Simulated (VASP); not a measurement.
Set up this calculation in VASP 6.6.1, as the native input.

```yaml
Task: single point
Functional: PBEsol
Potentials_or_basis: VASP PAW PBE potentials, release 64 (Sn_d)
Cutoff: 520 eV
k_mesh: 12 × 12 × 12
Occupations: gaussian, width 0.1 eV
Spin: no spin polarisation
Dipole_correction: no
Further_INCAR_settings: ALGO = Normal; EDIFF = 1e-06; NBANDS = 21
```

The structure of Sn lies in POSCAR:

```
Sn
1.0
    0.0000000000      3.0977583787      3.0977583787
    3.0977583787      0.0000000000      3.0977583787
    3.0977583787      3.0977583787      0.0000000000
Sn
2
Direct
    0.0000000000      0.0000000000      0.0000000000
    0.2500000000      0.2500000000      0.2500000000
```

One way to write it, as run:

INCAR

```
SYSTEM = Sn
PREC = Accurate
ENCUT = 520
EDIFF = 1E-6
ISMEAR = 0
SIGMA = 0.1
LREAL = .False.
LASPH = .True.
NELM = 80
ALGO = Normal
ISIF = 2
LWAVE = .False.
LCHARG = .False.
GGA = PS
NBANDS = 21
```

KPOINTS

```
Automatic mesh
0
Gamma
  12 12 12
  0 0 0
```

Potentials or basis: VASP PAW PBE potentials, release 64 (Sn_d).

Launch:

```sh
$ cat potpaw_PBE.64/Sn_d/POTCAR > POTCAR
$ mpirun -np 1 vasp_std > vasp.out
```

It gave:

```yaml
Pressure: 9.9 GPa
Band_gap_on_the_k_mesh: 0.15 eV, indirect (least direct gap 0.22 eV)
```

Caveat: the PAW data sets were made with another functional, which shifts forces and pressure a little; spin-orbit coupling is left out, which moves the levels of the heavy elements.

Run time: 52 s on 1 thread of Intel Xeon 6975P-C (shared host), peak memory 0.24 GiB.
